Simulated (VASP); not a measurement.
Set up this calculation in VASP 6.6.1, as the native input.

| Item | Value |
| --- | --- |
| Task | single point |
| Functional | PBE |
| Dispersion | D3(BJ) |
| Potentials or basis | VASP PAW PBE potentials, release 64 (C) |
| Cutoff | 520 eV |
| k mesh | 15 × 15 × 15 |
| Occupations | gaussian, width 0.05 eV |
| Spin | no spin polarisation |
| Dipole correction | no |
| Further INCAR settings | ALGO = Normal; EDIFF = 1e-06; NBANDS = 11 |

The structure of C lies in POSCAR:

```
C
1.0
    1.2119157437      0.6996998808      3.3052526588
   -1.2119157437      0.6996998808      3.3052526588
    0.0000000000     -1.3993997617      3.3052526588
C
2
Direct
    0.1571748731      0.1571748731      0.1571748731
    0.8428251269      0.8428251269      0.8428251269
```

One way to write it, as run:

INCAR

```
  PREC = Accurate
  ENCUT = 520
  EDIFF = 1E-6
  ISMEAR = 0
  SIGMA = 0.05
  LREAL = F
  LASPH = T
  NELM = 100
  ALGO = Normal
  ISIF = 2
  LWAVE = F
  LCHARG = T
  GGA = PE
  IVDW = 12
  LELF = T
  LVHAR = T
  NBANDS = 11
```

KPOINTS

```
regular mesh
0
Gamma
  15 15 15
```

Potentials or basis: VASP PAW PBE potentials, release 64 (C).

Run with:

```bash
$ cat potpaw_PBE.64/C/POTCAR > POTCAR
$ mpirun -np 1 vasp_std > vasp.out
```

It gave:

- Pressure: 14.2 GPa
- Largest force: 3.053 eV/Å
- Band gap on the k mesh: 0.97 eV, indirect (least direct gap 0.99 eV)
- Dispersion energy per atom: -0.159 eV

Caveat: forces of over 1 eV/Å act on the atoms, so gaps and moduli don't describe the material at rest.

It took 2.3 min on 1 thread of AMD EPYC 7R43 64-Core Processor (Zen 3), on a shared host, peak memory 0.16 GiB.
